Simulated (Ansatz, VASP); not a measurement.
# One calculation of Se, two programs

```
Se
1.0
     4.36620    0.00000    0.00000
    -2.18310    3.78124    0.00000
     0.00000    0.00000    4.90406
Se
3
Direct
  0.22540 0.00000 0.33333
  0.00000 0.22540 0.66667
  0.77460 0.77460 0.00000
```

Change from the starting cell: zz strain of -1 %.

Alike in both runs: task single point; functional PBEsol; k mesh 6 × 6 × 5; occupations fermi-dirac, width 0.03 eV; no spin polarisation.

|  | VASP | Ansatz |
| --- | --- | --- |
| version | VASP 6.6.1 | Ansatz 0.2.0 |
| potentials or method | VASP PAW PBE potentials, release 64 (Se), cutoff 520 eV | all-electron LAPW, scalar-relativistic |

|  | VASP | Ansatz | Ansatz less VASP |
| --- | --- | --- | --- |
| gap on the k mesh at the Fermi level (eV) | 1.21 | 1.22 | +0.008 |
| pressure (GPa) | 1.2 | 1.0 | -0.21 |
| traceless stress, the component that is largest in VASP (GPa) | 1.52 | 1.44 | -0.081 |
| rms of the force components (eV/Å) | 0.263 | 0.232 | -0.0313 |

VASP's potentials were made for PBE, not for PBEsol. Atom by atom the forces differ by 0.031 eV/Å (rms over components). Ansatz ran all-electron here, and VASP with PAW potentials.
